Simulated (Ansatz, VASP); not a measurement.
## Al in VASP and in Ansatz

```
Al
1.0
     2.92772    0.00000    0.00000
    -1.46386    2.53548    0.00000
     0.00000    0.00000    9.05221
Al
4
Direct
  0.00000 0.00000 0.00000
  0.33333 0.66667 0.25000
  0.00000 0.00000 0.50000
  0.66667 0.33333 0.75000
```

Alike in both runs: task single point; functional PBE; dispersion D3(BJ); k mesh 18 × 18 × 6; occupations gaussian, width 0.15 eV; no spin polarisation.

|  | VASP | Ansatz |
| --- | --- | --- |
| version | VASP 6.6.1 | Ansatz 0.2.0 |
| potentials or method | VASP PAW PBE potentials, release 64 (Al), cutoff 520 eV | scalar-relativistic, plane waves, PAW |
| valence electrons in the cell | 12 | 12 |

```tsv
	VASP	Ansatz	Ansatz less VASP
gap on the k mesh at the Fermi level (eV)	none	none	-
pressure (GPa)	-4.1	-4.1	+0.01
traceless stress, the component that is largest in VASP (GPa)	2.17	2.17	+0.003
```

A gap of «none» marks a metal or a gap that the smearing closes.
